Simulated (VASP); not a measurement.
# CdTe in VASP: notebook

Runs on CdTe. Level: PBEsol. Tasks: single point.

All numbers are computed with VASP 6.6.1; they aren't measurements. Logs are shortened: lines on timing, memory, paths and dates and some standing lists are left out, and cuts for length are marked.

### 1 The cell of the first run

The structure is cubic, space group F-43m (No. 216). The conventional cell has a = 6.489 Å, b = 6.489 Å, c = 6.489 Å, α = 90.00°, β = 90.00°, γ = 90.00°. Within 3.7 Å of Cd (site symmetry -43m) lie 4 Te at 2.81 Å. Within 3.7 Å of Te (site symmetry -43m) lie 4 Cd at 2.81 Å.

### 2 Single point, PBEsol

File INCAR:

```
SYSTEM = CdTe
PREC = Accurate
ENCUT = 520
EDIFF = 1E-6
ISMEAR = -1
SIGMA = 0.1
LREAL = .False.
LASPH = .True.
NELM = 100
ALGO = Normal
ISIF = 2
LWAVE = .False.
LCHARG = .False.
GGA = PS
NBANDS = 16
```

File KPOINTS:

```
regular mesh
0
Gamma
  10 10 10
  0 0 0
```

File POSCAR:

```
CdTe
1.0
    3.2447046410      3.2447046410      0.0000000000
   -3.2447046410      3.2447046410      0.0000000000
    0.0000000000      3.2447046410      3.2447046410
Cd Te
1 1
Direct
    0.0000000000      0.0000000000      0.0000000000
    0.7500000000      0.2500000000      0.5000000000
```

Potentials or basis: VASP PAW PBE potentials, release 64 (Cd, Te).

Started as:

```
$ cat potpaw_PBE.64/Cd/POTCAR potpaw_PBE.64/Te/POTCAR > POTCAR
$ mpirun -np 1 vasp_std > vasp.out
```

OUTCAR:

```text
SYSTEM = CdTe
   PREC = Accurate
   ENCUT = 520
   EDIFF = 1E-6
   ISMEAR = -1
   LREAL = .False.
   LASPH = .True.
   NELM = 100
   ISIF = 2
   GGA = PS

 ion  position               nearest neighbor table
   1  0.000  0.000  0.000-   2 2.81   2 2.81   2 2.81   2 2.81
   2  0.750  0.250  0.500-   1 2.81   1 2.81   1 2.81   1 2.81

  LATTYP: Found a face centered cubic cell.
 ALAT       =     6.4894092820

  Lattice vectors:

 A1 = (   0.0000000000,   3.2447046410,   3.2447046410)
 A2 = (   3.2447046410,   0.0000000000,   3.2447046410)
 A3 = (   3.2447046410,   3.2447046410,   0.0000000000)

Analysis of symmetry for initial positions (statically):
=====================================================================
 Subroutine PRICEL returns:
 Original cell was already a primitive cell.

 Routine SETGRP: Setting up the symmetry group for a
 face centered cubic supercell.

 Subroutine GETGRP returns: Found 24 space group operations
 (whereof 24 operations were pure point group operations)
 out of a pool of 48 trial point group operations.

The static configuration has the point symmetry T_d .

Analysis of symmetry for dynamics (positions and initial velocities):
=====================================================================
 Subroutine PRICEL returns:
 Original cell was already a primitive cell.

 Routine SETGRP: Setting up the symmetry group for a
 face centered cubic supercell.

 Subroutine GETGRP returns: Found 24 space group operations
 (whereof 24 operations were pure point group operations)
 out of a pool of 48 trial point group operations.

The dynamic configuration has the point symmetry T_d .

 Subroutine INISYM returns: Found 24 space group operations
 (whereof 24 operations are pure point group operations),
 and found     1 'primitive' translations

----------------------------------------------------------------------------------------

                                     Primitive cell

  volume of cell :      68.3212

  direct lattice vectors                    reciprocal lattice vectors
     3.244704641  3.244704641  0.000000000     0.154097231  0.154097231 -0.154097231
    -3.244704641  3.244704641  0.000000000    -0.154097231  0.154097231 -0.154097231
     0.000000000  3.244704641  3.244704641     0.000000000  0.000000000  0.308194462

  length of vectors
     4.588705309  4.588705309  4.588705309     0.266904233  0.266904233  0.308194462

  position of ions in fractional coordinates (direct lattice)
     0.000000000  0.000000000  0.000000000
     0.750000000  0.250000000  0.500000000

  ion indices of the primitive-cell ions
   primitive index   ion index
                 1           1
                 2           2

----------------------------------------------------------------------------------------

 KPOINTS: regular mesh

Automatic generation of k-mesh.
 Grid dimensions read from file:
 generate k-points for:   10   10   10

 Generating k-lattice:

  Cartesian coordinates                     Fractional coordinates (reciprocal lattice)
     0.015409723  0.015409723 -0.015409723     0.100000000  0.000000000  0.000000000
    -0.015409723  0.015409723 -0.015409723     0.000000000  0.100000000  0.000000000
     0.000000000  0.000000000  0.030819446     0.000000000  0.000000000  0.100000000

  Length of vectors
     0.026690423  0.026690423  0.030819446

  Shift w.r.t. Gamma in fractional coordinates (k-lattice)
     0.000000000  0.000000000  0.000000000

 Subroutine IBZKPT returns following result:
 ===========================================

 Found     47 irreducible k-points:

 Following reciprocal coordinates:
            Coordinates               Weight
  0.000000  0.000000  0.000000      1.000000
  0.100000  0.000000  0.000000      8.000000
  0.200000  0.000000  0.000000      8.000000
  0.300000  0.000000  0.000000      8.000000
  0.400000  0.000000  0.000000      8.000000
  0.500000  0.000000  0.000000      4.000000
[... 16 lines left out ...]
  0.300000  0.300000  0.000000     12.000000
  0.400000  0.300000  0.000000     24.000000
 [... further k-points ...]
   k-points           NKPTS =     47   k-points in BZ     NKDIM =     47   number of bands    NBANDS=     16
   number of dos      NEDOS =    301   number of ions     NIONS =      2
   total plane-waves  NPLWV =  46656
   dimension x,y,z NGX =    36 NGY =   36 NGZ =   36
   dimension x,y,z NGXF=    72 NGYF=   72 NGZF=   72
   ions per type =               1   1
   NGX,Y,Z   is equivalent  to a cutoff of  13.04, 13.04, 13.04 a.u.
   NGXF,Y,Z  is equivalent  to a cutoff of  26.09, 26.09, 26.09 a.u.
 SYSTEM =  CdTe
   PREC   = accura    normal or accurate (medium, high low for compatibility)
   ISTART =      0    job   : 0-new  1-cont  2-samecut
   ICHARG =      2    charge: 1-file 2-atom 10-const
   ISPIN  =      1    spin polarized calculation?
   LNONCOLLINEAR =      F non collinear calculations
   LSORBIT =      F    spin-orbit coupling
   LASPH  =      T    aspherical Exc in radial PAW
   ENCUT  =  520.0 eV  38.22 Ry    6.18 a.u.   8.53  8.53  8.53*2*pi/ulx,y,z
   NELM   =    100;   NELMIN=  2; NELMDL= -5     # of ELM steps
   EDIFF  = 0.1E-05   stopping-criterion for ELM
   LREAL  =      F    real-space projection
   EDIFFG = 0.1E-04   stopping-criterion for IOM
   NSW    =      0    number of steps for IOM
   IBRION =     -1    ionic relax: 0-MD 1-quasi-New 2-CG
   NFREE  =      0    steps in history (QN), initial steepest desc. (CG)
   ISIF   =      2    stress and relaxation
   ISYM   =      2    0-nonsym 1-usesym 2-fastsym
   POTIM  = 0.5000    time-step for ionic-motion
   TEBEG  =    0.0;   TEEND  =   0.0 temperature during run
   PSTRESS=    0.0 pullay stress
   NELECT =      18.0000    total number of electrons
   NUPDOWN=      -1.0000    fix difference up-down
   EMIN   =  10.00;   EMAX   =-10.00  energy-range for DOS
   EFERMI =   0.00;   METHOD = LEGACY
   ISMEAR =    -1;   SIGMA  =   0.10  broadening in eV -4-tet -1-fermi 0-gaus
   EFERMI_NEDOS =   21; number of points for ismear=-14 and -15
   IALGO  =     38    algorithm
   IMIX   =      4    mixing-type and parameters
     AMIX     =   0.40;   BMIX     =  1.00
     AMIX_MAG =   1.60;   BMIX_MAG =  1.00
  volume/ion in A,a.u.               =      34.16       230.53
  Fermi-wavevector in a.u.,A,eV,Ry     =   1.049495  1.983259 14.986006  1.101440
  Thomas-Fermi vector in A             =   2.184460
   LORBIT       =      0    0 simple, 1 ext, 2 COOP (PROOUT), +10 PAW based schemes
   GGA     = PS    functional components
   LHFCALC =     F    Hartree Fock is set to
   AEXX    =    0.0000 exact exchange contribution
   IVDW    =     0    specifies the selected vdW correction
   LEPSILON=     F    determine dielectric tensor
   LRPA    =     F    only Hartree local field effects (RPA)
 non-spin polarized calculation
  energy-cutoff  :      520.00
  volume of cell :       68.32
 maximum number of plane-waves:      1855
 NGX is ok and might be reduce to    36
   NGX = 17   NGY = 17   NGZ = 17

 number of electron      17.9999997 magnetization

 Free energy of the ion-electron system (eV)
  ---------------------------------------------------
  ext. energy  EPLUGINS =         0.00000000
  ---------------------------------------------------
  free energy    TOTEN  =        -5.49040636 eV

  energy without entropy =       -5.49011389  energy(sigma->0) =       -5.49026013

 E-fermi :   2.6487     XC(G=0):  -8.7645

 val. band max:        2.1748240728   @ k =   0.0000   0.0000   0.0000
 cond. band min:       2.8260821255   @ k =   0.0000   0.0000   0.0000
 fundamental gap:      0.6512580527
 Fermi energy:         2.6486543982

 k-point     1 :       0.0000    0.0000    0.0000
  band No.  band energies     occupation
      1      -9.0154      2.00000
      2      -6.0657      2.00000
      3      -6.0657      2.00000
      4      -6.0657      2.00000
      5      -5.8034      2.00000
      6      -5.8034      2.00000
[... 8 lines left out ...]
     15      11.5134      0.00000
     16      11.5134      0.00000

 k-point     2 :       0.1000    0.0000    0.0000
  band No.  band energies     occupation
      1      -8.9771      2.00000
      2      -6.0584      2.00000
      3      -6.0584      2.00000
      4      -6.0377      2.00000
      5      -5.8041      2.00000
      6      -5.8041      2.00000
[... 8 lines left out ...]
     15      10.9146      0.00000
     16      10.9146      0.00000

 k-point     3 :       0.2000    0.0000    0.0000
  band No.  band energies     occupation
      1      -8.8760      2.00000
      2      -6.0402      2.00000
      3      -6.0402      2.00000
      4      -5.9456      2.00000
      5      -5.8046      2.00000
      6      -5.8046      2.00000
[... 8 lines left out ...]
     15      10.5258      0.00000
     16      10.5258      0.00000

 k-point     4 :       0.3000    0.0000    0.0000
  band No.  band energies     occupation
      1      -8.7508      2.00000
      2      -6.0202      2.00000
      3      -6.0202      2.00000
      4      -5.8023      2.00000
      5      -5.8023      2.00000
      6      -5.7784      2.00000
[... 8 lines left out ...]
     15      10.7725      0.00000
     16      10.7725      0.00000

 k-point     5 :       0.4000    0.0000    0.0000
  band No.  band energies     occupation
      1      -8.6505      2.00000
      2      -6.0067      2.00000
      3      -6.0067      2.00000
      4      -5.7973      2.00000
      5      -5.7973      2.00000
      6      -5.5702      2.00000
[... 8 lines left out ...]
     15      11.6145      0.00000
     16      11.6145      0.00000

 k-point     6 :       0.5000    0.0000    0.0000
  band No.  band energies     occupation
      1      -8.6127      2.00000
      2      -6.0022      2.00000
      3      -6.0022      2.00000
      4      -5.7945      2.00000
      5      -5.7945      2.00000
      6      -5.4611      2.00000
[... 8 lines left out ...]
     15      12.4266      0.00000
     16      12.4266      0.00000

 k-point     7 :       0.1000    0.1000    0.0000
  band No.  band energies     occupation
      1      -8.9178      2.00000
      2      -6.0503      2.00000
      3      -6.0407      2.00000
      4      -5.9925      2.00000
      5      -5.8086      2.00000
      6      -5.8006      2.00000
[... 8 lines left out ...]
     15      10.5542      0.00000
     16      10.8634      0.00000

 k-point     8 :       0.2000    0.1000    0.0000
  band No.  band energies     occupation
      1      -8.8088      2.00000
      2      -6.0312      2.00000
      3      -6.0198      2.00000
      4      -5.8806      2.00000
      5      -5.8111      2.00000
      6      -5.7926      2.00000
[... 8 lines left out ...]
     15      10.6562      0.00000
     16      11.4380      0.00000

 k-point     9 :       0.3000    0.1000    0.0000
  band No.  band energies     occupation
      1      -8.6924      2.00000
      2      -6.0107      2.00000
      3      -6.0040      2.00000
      4      -5.8080      2.00000
      5      -5.8039      2.00000
      6      -5.6776      2.00000
[... 8 lines left out ...]
     15      10.6688      0.00000
     16      11.9936      0.00000
[... 172 lines left out ...]
 k-point    19 :       0.5000    0.2000    0.0000
  band No.  band energies     occupation
      1      -8.5710      2.00000
      2      -5.9815      2.00000
      3      -5.9659      2.00000
      4      -5.8297      2.00000
      5      -5.7901      2.00000
      6      -5.4270      2.00000
[... 8 lines left out ...]
     15      12.3951      0.00000
     16      12.5634      0.00000

 k-point    20 :      -0.4000    0.2000    0.0000
  band No.  band energies     occupation
      1      -8.6357      2.00000
      2      -5.9865      2.00000
      3      -5.9721      2.00000
      4      -5.8495      2.00000
      5      -5.7868      2.00000
      6      -5.6049      2.00000
[... 8 lines left out ...]
     15      12.2462      0.00000
     16      12.4527      0.00000

 k-point    21 :      -0.3000    0.2000    0.0000
  band No.  band energies     occupation
      1      -8.7348      2.00000
      2      -5.9966      2.00000
      3      -5.9894      2.00000
      4      -5.8843      2.00000
      5      -5.7888      2.00000
      6      -5.7641      2.00000
[... 8 lines left out ...]
     15      11.9476      0.00000
     16      12.3656      0.00000

 k-point    22 :      -0.2000    0.2000    0.0000
  band No.  band energies     occupation
      1      -8.8302      2.00000
      2      -6.0131      2.00000
      3      -6.0131      2.00000
      4      -5.9521      2.00000
      5      -5.8088      2.00000
      6      -5.7928      2.00000
[... 8 lines left out ...]
     15      11.7992      0.00000
     16      11.8584      0.00000

 k-point    23 :       0.3000    0.3000    0.0000
  band No.  band energies     occupation
      1      -8.5496      2.00000
      2      -5.9725      2.00000
      3      -5.9601      2.00000
      4      -5.8197      2.00000
      5      -5.8051      2.00000
      6      -5.3792      2.00000
[... 8 lines left out ...]
     15      10.6694      0.00000
     16      13.8364      0.00000

 k-point    24 :       0.4000    0.3000    0.0000
  band No.  band energies     occupation
      1      -8.5185      2.00000
      2      -5.9627      2.00000
      3      -5.9405      2.00000
      4      -5.8377      2.00000
      5      -5.7942      2.00000
      6      -5.3082      2.00000
[... 8 lines left out ...]
     15      11.5692      0.00000
     16      13.7949      0.00000

 [... further k-points ...]

------------------------ aborting loop because EDIFF is reached ----------------------------------------

  FORCE on cell =-STRESS in cart. coord.  units (eV):
  Direction    XX          YY          ZZ          XY          YZ          ZX
  --------------------------------------------------------------------------------------
  -------------------------------------------------------------------------------------
  Total        0.0684876      0.0684876      0.0684876     -0.0000000     -0.0000000     -0.0000000
  in kB        1.6060805      1.6060805      1.6060805     -0.0000000     -0.0000000     -0.0000000
  external PRESSURE =       1.6060805 kB  Pullay stress =       0.0000000 kB

 VOLUME and BASIS-vectors are now :
 -----------------------------------------------------------------------------
  energy-cutoff  :      520.00
  volume of cell :       68.32
      direct lattice vectors                 reciprocal lattice vectors
     3.244704641  3.244704641  0.000000000     0.154097231  0.154097231 -0.154097231
    -3.244704641  3.244704641  0.000000000    -0.154097231  0.154097231 -0.154097231
     0.000000000  3.244704641  3.244704641     0.000000000  0.000000000  0.308194462

 POSITION                                       TOTAL-FORCE (eV/Angst)
 -----------------------------------------------------------------------------------
      0.00000      0.00000      0.00000        -0.000000     -0.000000      0.000000
      1.62235      4.86706      1.62235         0.000000      0.000000      0.000000
 -----------------------------------------------------------------------------------
    total drift:                                0.000000      0.000000      0.000000

  FREE ENERGIE OF THE ION-ELECTRON SYSTEM (eV)
  ---------------------------------------------------
  free  energy   TOTEN  =        -5.4904063613 eV

  energy  without entropy=       -5.4901138895  energy(sigma->0) =       -5.49026013
```

Run time: 38 s. Hardware: 1 thread of Intel Xeon Platinum 8375C at 2.90GHz (Ice Lake), shared host; peak memory 0.23 GiB.

What came out:

| Property | Result |
| --- | --- |
| Free energy | -5.4904 eV |
| Pressure | 0.2 GPa |
| Band gap on the k mesh | 0.65 eV |

Levels at points of the mesh, in eV from the valence-band top:
```csv
k point,band 7,band 8,band 9,band 10,band 11,band 12
"(0.00, 0.00, 0.00)",0.00,0.00,0.00,0.65,4.55,4.55
"(0.50, 0.00, 0.00)",-4.45,-0.78,-0.78,1.73,5.13,5.13
"(0.50, 0.50, 0.00)",-4.33,-1.87,-1.87,2.50,2.60,8.70
```

Caveat: the PAW data sets were made with another functional, which shifts forces and pressure a little; spin-orbit coupling is left out, which moves the levels of the heavy elements.

[end of part 1 of 2]
